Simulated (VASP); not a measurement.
A run of VASP 6.6.1:

INCAR

```
SYSTEM = TaN
  ALGO = Normal
  EDIFF = 1E-7
  ENCUT = 520
  GGA = PE
  ISIF = 2
  ISMEAR = 0
  LASPH = .True.
  LCHARG = .True.
  LELF = .True.
  LREAL = .False.
  LVHAR = .True.
  LWAVE = .False.
  NBANDS = 24
  NELM = 80
  PREC = Accurate
  SIGMA = 0.1
```

The input KPOINTS:

```
k-points
0
Gamma
  18 18 8
  0 0 0
```

File POSCAR:

```
TaN
1.0
    2.9785324901      0.0000000000      0.0000000000
   -1.4892662450      2.5794848024      0.0000000000
    0.0000000000      0.0000000000      6.0139962102
Ta N
2 2
Direct
    0.0000000000      0.0000000000      0.0000000000
    0.0000000000      0.0000000000      0.5000000000
    0.3333333333      0.6666666667      0.2500000000
    0.6666666667      0.3333333333      0.7500000000
```

Potentials or basis: VASP PAW PBE potentials, release 64 (Ta_pv, N).

Run with:

```bash
$ cat potpaw_PBE.64/Ta_pv/POTCAR potpaw_PBE.64/N/POTCAR > POTCAR
$ mpirun -np 1 vasp_std > vasp.out
```

Hardware: 1 thread of Intel(R) Xeon(R) Platinum 8488C (Sapphire Rapids) (shared host).

Task: How long does it take, and how much memory?

Result: It took 2.1 min on 1 thread of Intel(R) Xeon(R) Platinum 8488C (Sapphire Rapids), with other jobs on the host, peak memory 0.3 GiB. Counts: scf iterations 14, k points 185.
